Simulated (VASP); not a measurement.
GaB2As3: relaxation of cell and atoms with PBE

The system is GaB2As3.

```
Ga B As
1.0
     3.61383    0.00000    0.00000
     0.00000    3.61383    0.00000
     0.00000    0.00000    7.97631
Ga B As
1 2 3
Direct
  0.00000 0.00000 0.00000
  0.00000 0.50000 0.73650
  0.50000 0.00000 0.26350
  0.50000 0.50000 0.00000
  0.00000 0.50000 0.38350
  0.50000 0.00000 0.61650
```

The cell was generated, and may not be a known phase.

```
Program                : VASP 6.6.1
Task                   : relaxation of cell and atoms
Functional             : PBE
Potentials or basis    : VASP PAW PBE potentials, release 64 (Ga_d, B, As)
Cutoff                 : 600 eV
k mesh                 : 6 × 6 × 2
Occupations            : gaussian, width 0.1 eV
Spin                   : no spin polarisation
Dipole correction      : no
Further INCAR settings : ALGO = Normal; EDIFF = 1e-06; IBRION = 2; EDIFFG = -0.04; NSW = 90; ISIF = 3
```

```
Relaxed volume                        : 18.36 Å³/atom
Relaxed cell                          : a = 3.395 Å, b = 3.395 Å, c = 9.559 Å, α = 90.00°, β = 90.00°, γ = 90.00°
Space group after relaxing (to 0.1 Å) : P-4m2 (No. 115)
Energy gained by relaxing             : 379.5 meV/atom
Ionic steps                           : 38
Pressure after relaxing               : -0.1 GPa
Largest force after relaxing          : 0.025 eV/Å
Band gap on the k mesh                : zero (bands 17 and 18 overlap by 2.42 eV)
```

Forces on the atoms (eV/Å):
```
Ga   0.000  0.000  0.000
B    0.000  0.000 -0.017
B    0.000  0.000  0.017
As   0.000  0.000  0.000
As   0.000  0.000 -0.025
As   0.000  0.000  0.025
```

Stress tensor (GPa, compression positive):
```
-0.23  0.00  0.00
 0.00 -0.23  0.00
 0.00  0.00  0.32
```

The path:
| step | energy change (eV) | largest force (eV/Å) | pressure (GPa) | volume (Å³) |
| --- | --- | --- | --- | --- |
| 1 | 0.0000 | 0.8686 | -8.46 | 104.17 |
| 2 | -0.5510 | 1.1550 | 0.06 | 90.92 |
| 3 | -0.5687 | 1.2245 | 2.28 | 88.67 |
| 4 | -0.8908 | 1.4232 | 2.24 | 87.52 |
| 5 | -0.7797 | 1.8345 | 13.31 | 83.31 |
| 6 | -1.1058 | 1.1902 | 4.06 | 86.33 |
| 7 | -1.2145 | 0.3252 | 7.27 | 84.89 |
| 8 | -1.3131 | 0.5050 | 1.38 | 90.88 |
| 9 | -1.3220 | 0.4050 | 2.49 | 89.49 |
| 10 | -1.3964 | 0.4649 | -1.06 | 91.77 |
| 11 | -1.3972 | 0.5821 | -1.70 | 92.22 |
| 12 | -1.4437 | 0.7239 | -1.23 | 91.49 |
| 13 | -1.4759 | 0.8973 | -0.78 | 90.73 |
| 14 | -1.5291 | 0.9371 | 0.61 | 89.10 |
| 15 | -1.5984 | 0.8081 | 1.03 | 89.11 |
| 16 | -1.7417 | 0.4617 | 3.21 | 89.10 |
| 17 | -1.5853 | 1.8394 | 10.56 | 88.90 |
| 18 | -1.7572 | 0.7757 | 5.03 | 89.07 |
| 19 | -1.7980 | 0.7448 | 4.13 | 90.28 |
| 20 | -1.8776 | 0.6492 | 1.85 | 93.96 |
| 21 | -1.9301 | 0.4997 | -1.18 | 101.59 |
| 22 | -1.9877 | 0.3117 | -1.89 | 103.71 |
| 23 | -2.0150 | 0.4004 | -3.21 | 108.35 |
| 24 | -2.0210 | 0.2918 | -2.89 | 107.25 |
| 25 | -2.0951 | 0.2700 | -1.76 | 105.60 |
| 26 | -2.1841 | 0.2766 | 1.89 | 101.54 |
| 27 | -2.2057 | 0.3295 | 1.34 | 102.55 |
| 28 | -2.2085 | 0.4478 | 1.01 | 103.11 |
| 29 | -2.2274 | 0.4105 | 0.22 | 104.62 |
| 30 | -2.2412 | 0.3499 | -0.94 | 107.00 |
| 31 | -2.2578 | 0.1291 | -0.11 | 106.94 |
| 32 | -2.2621 | 0.1375 | 0.58 | 106.90 |
| 33 | -2.2706 | 0.0495 | 0.62 | 107.76 |
| 34 | -2.2735 | 0.0384 | 0.70 | 108.57 |
| 35 | -2.2757 | 0.1093 | -0.32 | 110.27 |
| 36 | -2.2760 | 0.0911 | -0.09 | 109.84 |
| 37 | -2.2767 | 0.0405 | -0.04 | 110.06 |
| 38 | -2.2768 | 0.0250 | -0.05 | 110.16 |

Final structure:
```
CELL_PARAMETERS angstrom
3.39469 0.00000 0.00000
0.00000 3.39469 0.00000
0.00000 0.00000 9.55931
ATOMIC_POSITIONS crystal
Ga 0.00000 0.00000 0.00000
B 0.00000 0.50000 0.59077
B 0.50000 0.00000 0.40923
As 0.50000 0.50000 0.00000
As 0.00000 0.50000 0.37066
As 0.50000 0.00000 0.62934
```

Levels at points of the mesh, in eV from the Fermi level:
```csv
k point,band 13,band 14,band 15,band 16,band 17,band 18,band 19,band 20,band 21
"(0.00, 0.00, 0.00)",-2.83,-1.20,-1.20,-0.14,-0.14,0.49,0.53,1.42,4.11
"(0.50, 0.00, 0.00)",-2.33,-0.95,0.26,0.26,0.72,1.43,1.85,1.91,2.90
"(0.50, 0.50, 0.00)",-4.77,-4.77,-4.19,-3.67,-3.66,-0.79,-0.79,0.30,3.11
"(0.00, 0.00, 0.50)",-2.65,-1.22,-1.22,-0.12,-0.12,0.15,0.50,0.90,3.62
"(0.50, 0.00, 0.50)",-2.57,-0.36,0.26,0.27,1.31,1.42,1.84,1.99,2.87
"(0.50, 0.50, 0.50)",-4.69,-4.69,-4.31,-3.62,-3.52,-0.88,-0.88,0.15,2.69
```

Wall time 24 min on 1 thread of Intel(R) Xeon(R) Platinum 8259CL CPU @ 2.50GHz (Skylake/Cascade Lake), with other jobs on the host, peak memory 0.28 GiB.

Caveat: the k points lie up to 0.33 Å⁻¹ apart in the final cell, too coarse for converged energies and pressures of a metal; a cell axis changed by over 15 % at a fixed basis, so the end point is rough.
